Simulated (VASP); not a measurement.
Set up this calculation in VASP 6.6.1, as the native input.

```
Task                   : single point
Functional             : PBE
Potentials or basis    : VASP PAW PBE potentials, release 64 (Zr_sv, C)
Cutoff                 : 520 eV
k mesh                 : 18 × 18 × 18
Occupations            : gaussian, width 0.15 eV
Spin                   : no spin polarisation
Dipole correction      : no
Further INCAR settings : ALGO = Normal; EDIFF = 1e-06; NBANDS = 15
```

The structure of ZrC lies in POSCAR:

```
ZrC
1.0
    0.0000000000      2.3502100000      2.3502100000
    2.3502100000      0.0000000000      2.3502100000
    2.3502100000      2.3502100000      0.0000000000
Zr C
1 1
Direct
    0.5000000000      0.5000000000      0.5000000000
    0.0159560210      0.0159560210     -0.0159560210
```

This cell differs from its parent crystal: all C atoms moved +0.075 Å, as atom 2 along Cartesian [0 0 1].

The input as run:

INCAR

```
SYSTEM = ZrC
  PREC = Accurate
  ENCUT = 520
  EDIFF = 1E-6
  ISMEAR = 0
  SIGMA = 0.15
  LREAL = .FALSE.
  LASPH = .TRUE.
  NELM = 100
  ALGO = Normal
  ISIF = 2
  LWAVE = .FALSE.
  LCHARG = .TRUE.
  GGA = PE
  LELF = .TRUE.
  LVHAR = .TRUE.
  NBANDS = 15
```

KPOINTS

```
regular mesh
0
G
  18 18 18
  0 0 0
```

Potentials or basis: VASP PAW PBE potentials, release 64 (Zr_sv, C).

The run is started by

```bash
$ cat potpaw_PBE.64/Zr_sv/POTCAR potpaw_PBE.64/C/POTCAR > POTCAR
$ mpirun -np 1 vasp_std > vasp.out
```

It gave:

```yaml
Pressure: 1.9 GPa
Largest_force: 0.516 eV/Å
Band_gap_on_the_k_mesh: zero (bands 8 and 9 overlap by 1.15 eV)
```

Caveat: the cell differs from its parent crystal (all C atoms moved +0.075 Å, as atom 2 along Cartesian [0 0 1]).

It took 110 s on 1 thread of Intel(R) Xeon(R) 6975P-C (Granite Rapids) (shared host), peak memory 0.31 GiB.
